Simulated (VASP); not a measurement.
# WC (P-6m2) in VASP: a series of runs

WC is run at these levels: PBEsol; tasks: single point.

Program: VASP 6.6.1. These are calculated values, not measurements. Logs are shortened: lines on timing, memory, paths and dates and some standing lists are left out, and cuts for length are marked.

## 1. The cell of the first run

It takes space group P-6m2 (No. 187, hexagonal). Conventional cell: a = 2.861 Å, b = 2.861 Å, c = 2.791 Å, α = 90.00°, β = 90.00°, γ = 120.00°. Within 2.9 Å of W (site symmetry -6m2) lie 6 C at 2.16 Å and 8 W at 2.79 to 2.86 Å. C (site symmetry -6m2) has 6 W at 2.16 Å and 8 C at 2.79 to 2.86 Å within 2.9 Å.

## 2. Single point, PBEsol (9.89 Å³/atom)

Contents of INCAR:

```
SYSTEM = WC
PREC = Accurate
ENCUT = 520
EDIFF = 1E-6
ISMEAR = -1
SIGMA = 0.05
LREAL = .False.
LASPH = .True.
NELM = 100
ALGO = Normal
ISIF = 2
LWAVE = .False.
LCHARG = .False.
GGA = PS
NBANDS = 16
```

Contents of KPOINTS:

```
Automatic mesh
0
Gamma
  13 13 12
  0 0 0
```

Contents of POSCAR:

```
WC
1.0
    2.8613006652      0.0000000000      0.0000000000
   -1.4306503326      2.4779590640      0.0000000000
    0.0000000000      0.0000000000      2.7907655833
W C
1 1
Direct
    0.0000000000      0.0000000000      0.0000000000
    0.6666666667      0.3333333333      0.5000000000
```

Potentials or basis: VASP PAW PBE potentials, release 64 (W_sv, C).

Started as:

```console
$ cat potpaw_PBE.64/W_sv/POTCAR potpaw_PBE.64/C/POTCAR > POTCAR
$ mpirun -np 1 vasp_std > vasp.out
```

OUTCAR:

```text
SYSTEM = WC
   PREC = Accurate
   ENCUT = 520
   EDIFF = 1E-6
   ISMEAR = -1
   LREAL = .False.
   LASPH = .True.
   NELM = 100
   ISIF = 2
   GGA = PS

 ion  position               nearest neighbor table
   1  0.000  0.000  0.000-   2 2.16   2 2.16   2 2.16   2 2.16   2 2.16   2 2.16
   2  0.667  0.333  0.500-   1 2.16   1 2.16   1 2.16   1 2.16   1 2.16   1 2.16

  LATTYP: Found a hexagonal cell.
 ALAT       =     2.8613006652
 C/A-ratio  =     0.9753485949

  Lattice vectors:

 A1 = (   2.8613006652,   0.0000000000,   0.0000000000)
 A2 = (  -1.4306503326,   2.4779590640,   0.0000000000)
 A3 = (   0.0000000000,   0.0000000000,   2.7907655833)

Analysis of symmetry for initial positions (statically):
=====================================================================
 Subroutine PRICEL returns:
 Original cell was already a primitive cell.

 Routine SETGRP: Setting up the symmetry group for a
 hexagonal supercell.

 Subroutine GETGRP returns: Found 12 space group operations
 (whereof 12 operations were pure point group operations)
 out of a pool of 24 trial point group operations.

The static configuration has the point symmetry D_3h.

Analysis of symmetry for dynamics (positions and initial velocities):
=====================================================================
 Subroutine PRICEL returns:
 Original cell was already a primitive cell.

 Routine SETGRP: Setting up the symmetry group for a
 hexagonal supercell.

 Subroutine GETGRP returns: Found 12 space group operations
 (whereof 12 operations were pure point group operations)
 out of a pool of 24 trial point group operations.

The dynamic configuration has the point symmetry D_3h.

 Subroutine INISYM returns: Found 12 space group operations
 (whereof 12 operations are pure point group operations),
 and found     1 'primitive' translations

----------------------------------------------------------------------------------------

                                     Primitive cell

  volume of cell :      19.7870

  direct lattice vectors                    reciprocal lattice vectors
     2.861300665  0.000000000  0.000000000     0.349491409  0.201778959  0.000000000
    -1.430650333  2.477959064  0.000000000     0.000000000  0.403557918  0.000000000
     0.000000000  0.000000000  2.790765583     0.000000000  0.000000000  0.358324614

  length of vectors
     2.861300665  2.861300665  2.790765583     0.403557918  0.403557918  0.358324614

  position of ions in fractional coordinates (direct lattice)
     0.000000000  0.000000000  0.000000000
     0.666666667  0.333333333  0.500000000

  ion indices of the primitive-cell ions
   primitive index   ion index
                 1           1
                 2           2

----------------------------------------------------------------------------------------

 KPOINTS: Automatic mesh

Automatic generation of k-mesh.
 Grid dimensions read from file:
 generate k-points for:   13   13   12

 Generating k-lattice:

  Cartesian coordinates                     Fractional coordinates (reciprocal lattice)
     0.026883955  0.015521458  0.000000000     0.076923077  0.000000000  0.000000000
     0.000000000  0.031042917  0.000000000     0.000000000  0.076923077  0.000000000
     0.000000000  0.000000000  0.029860384     0.000000000  0.000000000  0.083333333

  Length of vectors
     0.031042917  0.031042917  0.029860384

  Shift w.r.t. Gamma in fractional coordinates (k-lattice)
     0.000000000  0.000000000  0.000000000

 Subroutine IBZKPT returns following result:
 ===========================================

 Found    147 irreducible k-points:

 Following reciprocal coordinates:
            Coordinates               Weight
  0.000000  0.000000  0.000000      1.000000
  0.076923  0.000000  0.000000      6.000000
  0.153846  0.000000  0.000000      6.000000
  0.230769  0.000000  0.000000      6.000000
  0.307692  0.000000  0.000000      6.000000
  0.384615  0.000000  0.000000      6.000000
[... 16 lines left out ...]
  0.076923  0.000000  0.083333     12.000000
  0.153846  0.000000  0.083333     12.000000
 [... further k-points ...]
   k-points           NKPTS =    147   k-points in BZ     NKDIM =    147   number of bands    NBANDS=     16
   number of dos      NEDOS =    301   number of ions     NIONS =      2
   total plane-waves  NPLWV =  13824
   dimension x,y,z NGX =    24 NGY =   24 NGZ =   24
   dimension x,y,z NGXF=    48 NGYF=   48 NGZF=   48
   ions per type =               1   1
   NGX,Y,Z   is equivalent  to a cutoff of  13.94, 13.94, 14.30 a.u.
   NGXF,Y,Z  is equivalent  to a cutoff of  27.89, 27.89, 28.59 a.u.
 SYSTEM =  WC
   PREC   = accura    normal or accurate (medium, high low for compatibility)
   ISTART =      0    job   : 0-new  1-cont  2-samecut
   ICHARG =      2    charge: 1-file 2-atom 10-const
   ISPIN  =      1    spin polarized calculation?
   LNONCOLLINEAR =      F non collinear calculations
   LSORBIT =      F    spin-orbit coupling
   LASPH  =      T    aspherical Exc in radial PAW
   ENCUT  =  520.0 eV  38.22 Ry    6.18 a.u.   5.32  5.32  5.19*2*pi/ulx,y,z
   NELM   =    100;   NELMIN=  2; NELMDL= -5     # of ELM steps
   EDIFF  = 0.1E-05   stopping-criterion for ELM
   LREAL  =      F    real-space projection
   EDIFFG = 0.1E-04   stopping-criterion for IOM
   NSW    =      0    number of steps for IOM
   IBRION =     -1    ionic relax: 0-MD 1-quasi-New 2-CG
   NFREE  =      0    steps in history (QN), initial steepest desc. (CG)
   ISIF   =      2    stress and relaxation
   ISYM   =      2    0-nonsym 1-usesym 2-fastsym
   POTIM  = 0.5000    time-step for ionic-motion
   TEBEG  =    0.0;   TEEND  =   0.0 temperature during run
   PSTRESS=    0.0 pullay stress
   NELECT =      18.0000    total number of electrons
   NUPDOWN=      -1.0000    fix difference up-down
   EMIN   =  10.00;   EMAX   =-10.00  energy-range for DOS
   EFERMI =   0.00;   METHOD = LEGACY
   ISMEAR =    -1;   SIGMA  =   0.05  broadening in eV -4-tet -1-fermi 0-gaus
   EFERMI_NEDOS =   21; number of points for ismear=-14 and -15
   IALGO  =     38    algorithm
   IMIX   =      4    mixing-type and parameters
     AMIX     =   0.40;   BMIX     =  1.00
     AMIX_MAG =   1.60;   BMIX_MAG =  1.00
  volume/ion in A,a.u.               =       9.89        66.76
  Fermi-wavevector in a.u.,A,eV,Ry     =   1.586251  2.997580 34.234889  2.516193
  Thomas-Fermi vector in A             =   2.685591
   LORBIT       =      0    0 simple, 1 ext, 2 COOP (PROOUT), +10 PAW based schemes
   GGA     = PS    functional components
   LHFCALC =     F    Hartree Fock is set to
   AEXX    =    0.0000 exact exchange contribution
   IVDW    =     0    specifies the selected vdW correction
   LEPSILON=     F    determine dielectric tensor
   LRPA    =     F    only Hartree local field effects (RPA)
 non-spin polarized calculation
  energy-cutoff  :      520.00
  volume of cell :       19.79
 maximum number of plane-waves:       555
 NGX is ok and might be reduce to    24
   NGX = 11   NGY = 11   NGZ = 11

 number of electron      17.9999999 magnetization

 Free energy of the ion-electron system (eV)
  ---------------------------------------------------
  ext. energy  EPLUGINS =         0.00000000
  ---------------------------------------------------
  free energy    TOTEN  =       -23.85323176 eV

  energy without entropy =      -23.85090712  energy(sigma->0) =      -23.85206944

 E-fermi :  11.6468     XC(G=0): -14.1927

 val. band max:       11.6107546427   @ k =   0.0769   0.0769   0.5000
 cond. band min:      11.6723942628   @ k =   0.4615   0.0769   0.4167
 fundamental gap:      0.0616396201
 Fermi energy:        11.6467828642

 k-point     1 :       0.0000    0.0000    0.0000
  band No.  band energies     occupation
      1     -62.2053      2.00000
      2     -26.1898      2.00000
      3     -26.0719      2.00000
      4     -26.0719      2.00000
      5      -3.1718      2.00000
      6       7.0154      2.00000
[... 8 lines left out ...]
     15      26.4366      0.00000
     16      28.7695      0.00000

 k-point     2 :       0.0769    0.0000    0.0000
  band No.  band energies     occupation
      1     -62.2011      2.00000
      2     -26.1821      2.00000
      3     -26.1311      2.00000
      4     -26.0852      2.00000
      5      -3.0047      2.00000
      6       7.0656      2.00000
[... 8 lines left out ...]
     15      26.0654      0.00000
     16      29.1166      0.00000

 k-point     3 :       0.1538    0.0000    0.0000
  band No.  band energies     occupation
      1     -62.1896      2.00000
      2     -26.2926      2.00000
      3     -26.1609      2.00000
      4     -26.1217      2.00000
      5      -2.5303      2.00000
      6       6.7818      2.00000
[... 8 lines left out ...]
     15      25.6589      0.00000
     16      30.0814      0.00000

 k-point     4 :       0.2308    0.0000    0.0000
  band No.  band energies     occupation
      1     -62.1732      2.00000
      2     -26.5141      2.00000
      3     -26.1727      2.00000
      4     -26.1308      2.00000
      5      -1.8234      2.00000
      6       6.0279      2.00000
[... 8 lines left out ...]
     15      25.8094      0.00000
     16      30.3627      0.00000

 k-point     5 :       0.3077    0.0000    0.0000
  band No.  band energies     occupation
      1     -62.1557      2.00000
      2     -26.7420      2.00000
      3     -26.2263      2.00000
      4     -26.0986      2.00000
      5      -1.0000      2.00000
      6       5.2895      2.00000
[... 8 lines left out ...]
     15      26.7743      0.00000
     16      29.4097      0.00000

 k-point     6 :       0.3846    0.0000    0.0000
  band No.  band energies     occupation
      1     -62.1412      2.00000
      2     -26.9257      2.00000
      3     -26.2703      2.00000
      4     -26.0718      2.00000
      5      -0.2227      2.00000
      6       4.7249      2.00000
[... 8 lines left out ...]
     15      26.5170      0.00000
     16      29.0787      0.00000

 k-point     7 :       0.4615    0.0000    0.0000
  band No.  band energies     occupation
      1     -62.1330      2.00000
      2     -27.0275      2.00000
      3     -26.2950      2.00000
      4     -26.0566      2.00000
      5       0.2801      2.00000
      6       4.4106      2.00000
[... 8 lines left out ...]
     15      25.2011      0.00000
     16      30.1915      0.00000

 k-point     8 :       0.0769    0.0769    0.0000
  band No.  band energies     occupation
      1     -62.1933      2.00000
      2     -26.2388      2.00000
      3     -26.1677      2.00000
      4     -26.1127      2.00000
      5      -2.6836      2.00000
      6       6.9412      2.00000
[... 8 lines left out ...]
     15      25.7429      0.00000
     16      29.6866      0.00000

 k-point     9 :       0.1538    0.0769    0.0000
  band No.  band energies     occupation
      1     -62.1793      2.00000
      2     -26.4234      2.00000
      3     -26.1633      2.00000
      4     -26.1420      2.00000
      5      -2.0901      2.00000
      6       6.3318      2.00000
[... 8 lines left out ...]
     15      25.6726      0.00000
     16      30.4335      0.00000
[... 172 lines left out ...]
 k-point    19 :       0.3077    0.2308    0.0000
  band No.  band energies     occupation
      1     -62.1282      2.00000
      2     -26.8846      2.00000
      3     -26.5307      2.00000
      4     -26.0477      2.00000
      5       0.7552      2.00000
      6       4.6886      2.00000
[... 8 lines left out ...]
     15      27.6002      0.00000
     16      29.1801      0.00000

 k-point    20 :       0.3846    0.2308    0.0000
  band No.  band energies     occupation
      1     -62.1250      2.00000
      2     -26.8955      2.00000
      3     -26.5704      2.00000
      4     -26.0419      2.00000
      5       1.0095      2.00000
      6       4.6482      2.00000
[... 8 lines left out ...]
     15      27.1610      0.00000
     16      29.2727      0.00000

 k-point    21 :       0.3077    0.3077    0.0000
  band No.  band energies     occupation
      1     -62.1235      2.00000
      2     -26.8256      2.00000
      3     -26.6670      2.00000
      4     -26.0391      2.00000
      5       1.1547      2.00000
      6       4.7501      2.00000
[... 8 lines left out ...]
     15      27.8637      0.00000
     16      28.5481      0.00000

 k-point    22 :       0.0000    0.0000    0.0833
  band No.  band energies     occupation
      1     -62.2019      2.00000
      2     -26.2529      2.00000
      3     -26.0665      2.00000
      4     -26.0665      2.00000
      5      -2.9886      2.00000
      6       6.9494      2.00000
[... 8 lines left out ...]
     15      26.8402      0.00000
     16      28.7943      0.00000

 k-point    23 :       0.0769    0.0000    0.0833
  band No.  band energies     occupation
      1     -62.1977      2.00000
      2     -26.2452      2.00000
      3     -26.1252      2.00000
      4     -26.0797      2.00000
      5      -2.8254      2.00000
      6       7.0255      2.00000
[... 8 lines left out ...]
     15      26.2309      0.00000
     16      29.0955      0.00000

 k-point    24 :       0.1538    0.0000    0.0833
  band No.  band energies     occupation
      1     -62.1861      2.00000
      2     -26.2876      2.00000
      3     -26.2214      2.00000
      4     -26.1160      2.00000
      5      -2.3632      2.00000
      6       6.8515      2.00000
[... 8 lines left out ...]
     15      25.5481      0.00000
     16      29.9565      0.00000

 [... further k-points ...]

------------------------ aborting loop because EDIFF is reached ----------------------------------------

  FORCE on cell =-STRESS in cart. coord.  units (eV):
  Direction    XX          YY          ZZ          XY          YZ          ZX
  --------------------------------------------------------------------------------------
  -------------------------------------------------------------------------------------
  Total        2.2120790      2.2120790      2.5370616     -0.0000000      0.0000000      0.0000000
  in kB      179.1142885    179.1142885    205.4284610     -0.0000000      0.0000000      0.0000000
  external PRESSURE =     187.8856793 kB  Pullay stress =       0.0000000 kB

 VOLUME and BASIS-vectors are now :
 -----------------------------------------------------------------------------
  energy-cutoff  :      520.00
  volume of cell :       19.79
      direct lattice vectors                 reciprocal lattice vectors
     2.861300665  0.000000000  0.000000000     0.349491409  0.201778959  0.000000000
    -1.430650333  2.477959064  0.000000000     0.000000000  0.403557918  0.000000000
     0.000000000  0.000000000  2.790765583     0.000000000  0.000000000  0.358324614

 POSITION                                       TOTAL-FORCE (eV/Angst)
 -----------------------------------------------------------------------------------
      0.00000      0.00000      0.00000         0.000000     -0.000000      0.000000
      1.43065      0.82599      1.39538        -0.000000      0.000000      0.000000
 -----------------------------------------------------------------------------------
    total drift:                               -0.000000      0.000000      0.000000

  FREE ENERGIE OF THE ION-ELECTRON SYSTEM (eV)
  ---------------------------------------------------
  free  energy   TOTEN  =       -23.8532317643 eV

  energy  without entropy=      -23.8509071161  energy(sigma->0) =      -23.85206944
```

Wall time 41 s (1 thread of Intel Xeon 8259CL, shared host); peak memory 0.17 GiB.

What came out:

```yaml
Free_energy: -23.8532 eV
Pressure: 18.8 GPa
Band_gap_on_the_k_mesh: zero (bands 9 and 10 overlap by 1.34 eV)
```

Levels at points of the mesh, in eV from the Fermi level:
| k point | band 7 | band 8 | band 9 | band 10 | band 11 | band 12 |
| --- | --- | --- | --- | --- | --- | --- |
| (0.00, 0.00, 0.00) | -3.56 | -3.56 | 0.11 | 3.44 | 3.44 | 5.91 |
| (0.00, 0.00, 0.50) | -2.16 | -2.16 | -0.68 | -0.68 | 3.89 | 4.63 |

Caveat: the cell stands under pressure; the PAW data sets were made with another functional, which shifts forces and pressure a little; spin-orbit coupling is left out, which moves the levels of the heavy elements.

(Part 1 of 2 ends here.)
